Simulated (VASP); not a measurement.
Here is a VASP 6.6.1 calculation.

The input INCAR:

```
ALGO = Normal
EDIFF = 1E-6
ENCUT = 500
GGA = PE
GGA_COMPAT = F
ISIF = 2
ISMEAR = 0
LASPH = T
LCHARG = T
LELF = T
LREAL = F
LVHAR = T
LWAVE = F
NBANDS = 21
NELM = 120
PREC = Accurate
SIGMA = 0.2
```

File KPOINTS:

```
k-points
0
Gamma
  6 6 6
```

Contents of POSCAR:

```
GeW
1.0
    3.1372071158      0.0000000000      0.0000000000
    0.0000000000      3.1372071158      0.0000000000
    0.0000000000      0.0000000000      3.1372071158
Ge W
1 1
Direct
    0.5000000000      0.5000000000      0.5000000000
    0.0000000000      0.0000000000      0.0000000000
```

Potentials or basis: VASP PAW PBE potentials, release 64 (Ge_d, W_sv).

The run is started by

```bash
$ cat potpaw_PBE.64/Ge_d/POTCAR potpaw_PBE.64/W_sv/POTCAR > POTCAR
$ mpirun -np 1 vasp_std > vasp.out
```

(1) Predict the pressure.

(2) What does it give for the band gap on the k mesh?

Results:

(1) 0.2 GPa.

(2) zero (bands 14 and 15 overlap by 3.90 eV).

Caveat: spin-orbit coupling is left out, which moves the levels of the heavy elements.
